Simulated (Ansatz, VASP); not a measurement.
**Gd: VASP beside Ansatz**

File INCAR:

```
SYSTEM = Gd
PREC = Accurate ; ENCUT = 520
EDIFF = 1E-6 ; ISMEAR = 0
SIGMA = 0.028000000000000004 ; LREAL = .False.
LASPH = .True. ; NELM = 150
ALGO = Normal ; ISIF = 2
LWAVE = .False. ; LCHARG = .False.
ISPIN = 2 ; MAGMOM = 7 7
LORBIT = 11 ; LMAXMIX = 6
GGA = PE ; NBANDS = 29
```

KPOINTS

```
regular mesh
0
Gamma
  8 8 5
  0 0 0
```

The input POSCAR:

```
Gd
1.0
    3.6360000000      0.0000000000      0.0000000000
   -1.8180000000      3.1488683682      0.0000000000
    0.0000000000      0.0000000000      5.7826000000
Gd
2
Direct
    0.6666666667      0.3333333333      0.7500000000
    0.3333333333      0.6666666667      0.2500000000
```

File input.yaml:

```yaml
crystal:
  lattice:
    - [3.636, 0.0, 0.0]
    - [-1.818, 3.1488683682, 0.0]
    - [0.0, 0.0, 5.7826]
  atoms:
    - { symbol: Gd, position: [0.6666666667, 0.3333333333, 0.75], spin: 7.0 }
    - { symbol: Gd, position: [0.3333333333, 0.6666666667, 0.25], spin: 7.0 }
kpoints:
  mp_grid: { grid: [8, 8, 5] }
scf:
  occupations: { method: gaussian, width: 0.028 }
hamiltonian:
  xc: pbe
  pseudopotentials: { kind: all_electron, lapw: { basis_error: 0.001 } }
magnetization:
  spin_polarized: true
output:
  forces: true
  stress: true
  eigenvalues: true
```

Alike in both runs: task single point; functional PBE; k mesh 8 × 8 × 5; occupations gaussian, width 0.028 eV; collinear spin.

```csv
,VASP,Ansatz
version,VASP 6.6.1,Ansatz 0.2.0
potentials or method,"VASP PAW PBE potentials, release 64 (Gd), cutoff 520 eV","all-electron LAPW, scalar-relativistic"
```

```tsv
	VASP	Ansatz	Ansatz less VASP
gap on the k mesh at the Fermi level (eV)	none	none	-
pressure (GPa)	0.3	0.6	+0.30
traceless stress, the component that is largest in VASP (GPa)	0.25	0.25	+0.003
net moment per atom (μB)	7.60	7.60	0.000
size of the moment on the site where the two differ most (μB)	6.99	7.45	+0.465
```

Site moments also hang on the region over which each program counts them. A gap of «none» marks a metal or a gap that the smearing closes. Ansatz ran all-electron here, and VASP with PAW potentials.

Spin-orbit coupling is off throughout. Noted on Ansatz's run: the open f shell may have settled in a state that isn't the lowest.
